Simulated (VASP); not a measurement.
# F (Im-3m) in VASP: further runs, part 2 of 2

VASP 6.6.1.

## Step 5: Relaxation of cell and atoms, PBE, target pressure 23 GPa, at which the enthalpy is minimised

Input file INCAR:

```
PREC = Accurate
ENCUT = 600
EDIFF = 1E-7
ISMEAR = -1
SIGMA = 0.08
LREAL = F
LASPH = T
NELM = 60
ALGO = Normal
ISIF = 3
LWAVE = F
LCHARG = F
GGA = PE
IBRION = 2
NSW = 32
EDIFFG = -0.005
PSTRESS = 230.0
```

Input file KPOINTS:

```
Automatic mesh
0
Gamma
  20 20 20
```

Input file POSCAR:

```
F
1.0
   -1.2607303022      1.2607303022      1.2607303022
    1.2607303022     -1.2607303022      1.2607303022
    1.2607303022      1.2607303022     -1.2607303022
F
1
Direct
    0.0000000000      0.0000000000      0.0000000000
```

Potentials or basis: VASP PAW PBE potentials, release 64 (F).

Started as:

```bash
cat potpaw_PBE.64/F/POTCAR > POTCAR
mpirun -np 1 vasp_std > vasp.out
```

OUTCAR:

```text
PREC = Accurate
   ENCUT = 600
   EDIFF = 1E-7
   ISMEAR = -1
   LREAL = F
   LASPH = T
   NELM = 60
   ISIF = 3
   GGA = PE
   IBRION = 2
   NSW = 32
   EDIFFG = -0.005
   PSTRESS = 230.0

 ion  position               nearest neighbor table
   1  0.000  0.000  0.000-

  LATTYP: Found a body centered cubic cell.
 ALAT       =     2.5214606044

  Lattice vectors:

 A1 = (  -1.2607303022,   1.2607303022,   1.2607303022)
 A2 = (   1.2607303022,  -1.2607303022,   1.2607303022)
 A3 = (   1.2607303022,   1.2607303022,  -1.2607303022)

Analysis of symmetry for initial positions (statically):
=====================================================================
 Subroutine PRICEL returns:
 Original cell was already a primitive cell.

 Routine SETGRP: Setting up the symmetry group for a
 body centered cubic supercell.

 Subroutine GETGRP returns: Found 48 space group operations
 (whereof 48 operations were pure point group operations)
 out of a pool of 48 trial point group operations.

The static configuration has the point symmetry O_h .

Analysis of symmetry for dynamics (positions and initial velocities):
=====================================================================
 Subroutine PRICEL returns:
 Original cell was already a primitive cell.

 Routine SETGRP: Setting up the symmetry group for a
 body centered cubic supercell.

 Subroutine GETGRP returns: Found 48 space group operations
 (whereof 48 operations were pure point group operations)
 out of a pool of 48 trial point group operations.

The dynamic configuration has the point symmetry O_h .

 Subroutine INISYM returns: Found 48 space group operations
 (whereof 48 operations are pure point group operations),
 and found     1 'primitive' translations

----------------------------------------------------------------------------------------

                                     Primitive cell

  volume of cell :       8.0154

  direct lattice vectors                    reciprocal lattice vectors
    -1.260730302  1.260730302  1.260730302     0.000000000  0.396595528  0.396595528
     1.260730302 -1.260730302  1.260730302     0.396595528  0.000000000  0.396595528
     1.260730302  1.260730302 -1.260730302     0.396595528  0.396595528  0.000000000

  length of vectors
     2.183648938  2.183648938  2.183648938     0.560870775  0.560870775  0.560870775

  position of ions in fractional coordinates (direct lattice)
     0.000000000  0.000000000  0.000000000

  ion indices of the primitive-cell ions
   primitive index   ion index
                 1           1

----------------------------------------------------------------------------------------

 KPOINTS: Automatic mesh

Automatic generation of k-mesh.
 Grid dimensions read from file:
 generate k-points for:   20   20   20

 Generating k-lattice:

[... 22 lines left out ...]
  0.200000  0.000000  0.000000     12.000000
  0.250000  0.000000  0.000000     12.000000
[... 16 lines left out ...]
  0.200000  0.100000  0.000000     48.000000
  0.250000  0.100000 -0.000000     48.000000
 [... further k-points ...]
   k-points           NKPTS =    256   k-points in BZ     NKDIM =    256   number of bands    NBANDS=      7
   number of dos      NEDOS =    301   number of ions     NIONS =      1
   total plane-waves  NPLWV =   5832
   dimension x,y,z NGX =    18 NGY =   18 NGZ =   18
   dimension x,y,z NGXF=    36 NGYF=   36 NGZF=   36
   ions per type =               1
   NGX,Y,Z   is equivalent  to a cutoff of  13.70, 13.70, 13.70 a.u.
   NGXF,Y,Z  is equivalent  to a cutoff of  27.41, 27.41, 27.41 a.u.
 SYSTEM =  unknown system
   PREC   = accura    normal or accurate (medium, high low for compatibility)
   ISTART =      0    job   : 0-new  1-cont  2-samecut
   ICHARG =      2    charge: 1-file 2-atom 10-const
   ISPIN  =      1    spin polarized calculation?
   LNONCOLLINEAR =      F non collinear calculations
   LSORBIT =      F    spin-orbit coupling
   LASPH  =      T    aspherical Exc in radial PAW
   ENCUT  =  600.0 eV  44.10 Ry    6.64 a.u.   4.36  4.36  4.36*2*pi/ulx,y,z
   NELM   =     60;   NELMIN=  2; NELMDL= -5     # of ELM steps
   EDIFF  = 0.1E-06   stopping-criterion for ELM
   LREAL  =      F    real-space projection
   EDIFFG = -.5E-02   stopping-criterion for IOM
   NSW    =     32    number of steps for IOM
   IBRION =      2    ionic relax: 0-MD 1-quasi-New 2-CG
   NFREE  =      1    steps in history (QN), initial steepest desc. (CG)
   ISIF   =      3    stress and relaxation
   ISYM   =      2    0-nonsym 1-usesym 2-fastsym
   POTIM  = 0.5000    time-step for ionic-motion
   TEBEG  =    0.0;   TEEND  =   0.0 temperature during run
   PSTRESS=  230.0 pullay stress
   NELECT =       7.0000    total number of electrons
   NUPDOWN=      -1.0000    fix difference up-down
   EMIN   =  10.00;   EMAX   =-10.00  energy-range for DOS
   EFERMI =   0.00;   METHOD = LEGACY
   ISMEAR =    -1;   SIGMA  =   0.08  broadening in eV -4-tet -1-fermi 0-gaus
   EFERMI_NEDOS =   21; number of points for ismear=-14 and -15
   IALGO  =     38    algorithm
   IMIX   =      4    mixing-type and parameters
     AMIX     =   0.40;   BMIX     =  1.00
     AMIX_MAG =   1.60;   BMIX_MAG =  1.00
  volume/ion in A,a.u.               =       8.02        54.09
  Fermi-wavevector in a.u.,A,eV,Ry     =   1.564823  2.957087 33.316207  2.448672
  Thomas-Fermi vector in A             =   2.667390
   LORBIT       =      0    0 simple, 1 ext, 2 COOP (PROOUT), +10 PAW based schemes
   GGA     = PE    functional components
   LHFCALC =     F    Hartree Fock is set to
   AEXX    =    0.0000 exact exchange contribution
   IVDW    =     0    specifies the selected vdW correction
   LEPSILON=     F    determine dielectric tensor
   LRPA    =     F    only Hartree local field effects (RPA)
 conjugate gradient relaxation of ions
 non-spin polarized calculation
  energy-cutoff  :      600.00
  volume of cell :        8.02
 maximum number of plane-waves:       277
 NGX is ok and might be reduce to    18
   NGX =  9   NGY =  9   NGZ =  9

--------------------------------------- Ionic step        1  -------------------------------------------

 number of electron       7.0000003 magnetization

 Free energy of the ion-electron system (eV)
  ---------------------------------------------------
  ext. energy  EPLUGINS =         0.00000000
  ---------------------------------------------------
  free energy    TOTEN  =        -0.72241838 eV

  energy without entropy =       -0.67882085  energy(sigma->0) =       -0.70061961

------------------------ aborting loop because EDIFF is reached ----------------------------------------

  FORCE on cell =-STRESS in cart. coord.  units (eV):
  Direction    XX          YY          ZZ          XY          YZ          ZX
  --------------------------------------------------------------------------------------
  -------------------------------------------------------------------------------------
  Total        1.1129757      1.1129757      1.1129757      0.0000000      0.0000000      0.0000000
  in kB      222.4691022    222.4691022    222.4691022      0.0000000      0.0000000      0.0000000
  external PRESSURE =      -7.5308978 kB  Pullay stress =     230.0000000 kB
[... 61 lines left out ...]
--------------------------------------- Ionic step        3  -------------------------------------------

 number of electron       7.0000002 magnetization

 Free energy of the ion-electron system (eV)
  ---------------------------------------------------
  ext. energy  EPLUGINS =         0.00000000
  ---------------------------------------------------
  free energy    TOTEN  =        -0.71710395 eV

  energy without entropy =       -0.67374748  energy(sigma->0) =       -0.69542572

 E-fermi :  -0.9533     XC(G=0): -11.6667

 val. band max:       -0.9546708181   @ k =   0.1000   0.0000   0.0000
 cond. band min:      -0.9529497279   @ k =  -0.3500  -0.4000   0.0500
 fundamental gap:      0.0017210901
 Fermi energy:        -0.9532900733

 k-point     1 :       0.0000    0.0000    0.0000
  band No.  band energies     occupation
      1     -24.4663      2.00000
      2      -0.3059      0.00061
      3      -0.3059      0.00061
      4      -0.3059      0.00061
      5      15.1565      0.00000
      6      38.5791      0.00000
      7      38.5792      0.00000
[... 221 lines left out ...]
 k-point    24 :       0.2500    0.1000   -0.0000
  band No.  band energies     occupation
      1     -22.6546      2.00000
      2      -4.4548      2.00000
      3      -1.4531      1.99614
      4      -0.6234      0.03185
      5      19.4015      0.00000
      6      26.7515      0.00000
      7      30.3174      0.00000

 [... further k-points ...]

------------------------ aborting loop because EDIFF is reached ----------------------------------------

  FORCE on cell =-STRESS in cart. coord.  units (eV):
  Direction    XX          YY          ZZ          XY          YZ          ZX
  --------------------------------------------------------------------------------------
  -------------------------------------------------------------------------------------
  Total        1.1452186      1.1452186      1.1452186      0.0000000     -0.0000000      0.0000000
  in kB      229.9938685    229.9938685    229.9938685      0.0000000     -0.0000000      0.0000000
  external PRESSURE =      -0.0061315 kB  Pullay stress =     230.0000000 kB
[... 20 lines left out ...]
  energy  without entropy=       -0.6737474801  energy(sigma->0) =       -0.69542572

  enthalpy is  TOTEN    =         0.4281451913 eV   P V=        1.1452491435

 reached required accuracy - stopping structural energy minimisation
```

CONTCAR:

```text
F
   1.00000000000000
    -1.2587541350381810    1.2587541350381810    1.2587541350381810
     1.2587541350381810   -1.2587541350381810    1.2587541350381810
     1.2587541350381810    1.2587541350381810   -1.2587541350381810
  F
     1
Direct
     0.0000000000000000    0.0000000000000000    0.0000000000000000

  0.00000000E+00  0.00000000E+00  0.00000000E+00
```

It took 17 s on 1 thread of AMD EPYC 9R45 (Zen 5), shared host; peak memory 0.09 GiB.

What came out:

```yaml
Free_energy: -0.7171 eV
Relaxed_volume: 7.98 Å³/atom
Relaxed_cell: a = 2.180 Å, b = 2.180 Å, c = 2.180 Å, α = 109.47°, β = 109.47°, γ = 109.47°
Space_group_after_relaxing_to_0.05_Å: Im-3m (No. 229)
Energy_change_on_relaxing_the_enthalpy_is_what_falls: +5.3 meV/atom
Ionic_steps: 3
Pressure_after_relaxing: 23.0 GPa
```

Step by step:
```csv
step,energy change (eV),largest force (eV/Å),pressure (GPa),volume (Å³)
1,0.0000,0.0000,22.25,8.02
2,0.0062,0.0000,23.12,7.97
3,0.0053,0.0000,23.00,7.98
```

Final structure:
```
F
1.0
    -1.25875    1.25875    1.25875
     1.25875   -1.25875    1.25875
     1.25875    1.25875   -1.25875
F
1
Direct
  0.00000 0.00000 0.00000
```

Levels at points of the mesh, in eV from the Fermi level:
```csv
k point,band 1,band 2,band 3,band 4,band 5,band 6,band 7
"(0.00, 0.00, 0.00)",-23.51,0.65,0.65,0.65,16.11,39.53,39.53
"(0.50, 0.00, 0.00)",-20.67,-5.60,-0.81,0.43,21.36,25.50,30.46
"(0.50, 0.50, 0.50)",-19.13,-2.84,-2.84,-2.84,20.82,20.82,36.04
```

Caveat: the cell is relaxed towards a set pressure, so the enthalpy falls and the energy may rise; an odd number of electrons without spin polarisation forces a metal; a magnetic or distorted state may lie lower.

## Step 6: Overview

```tsv
task	cell	cutoff (eV)	gap on the mesh (eV)	pressure (GPa)
single point	a = 2.184 Å, angles 109.5°, 1 atom	520	none	22.0
relaxation of cell and atoms	relaxed to 23 GPa from a = 2.183 Å, angles 109.5°, 1 atom	600	none	23.1
relaxation of cell and atoms	relaxed to 23 GPa from a = 2.184 Å, angles 109.5°, 1 atom	600	none	23.0
```

Alike in all rows: level PBE; potentials or basis VASP PAW PBE potentials, release 64 (F); no spin polarisation; k mesh 20 × 20 × 20; smearing fermi-dirac 0.08 eV.

Caveats: an odd number of electrons without spin polarisation forces a metal; a magnetic or distorted state may lie lower; the cell is relaxed towards a set pressure, so the enthalpy falls and the energy may rise (some runs).

Total energies depend on the potentials used, so only differences within one code and one set of settings carry meaning.
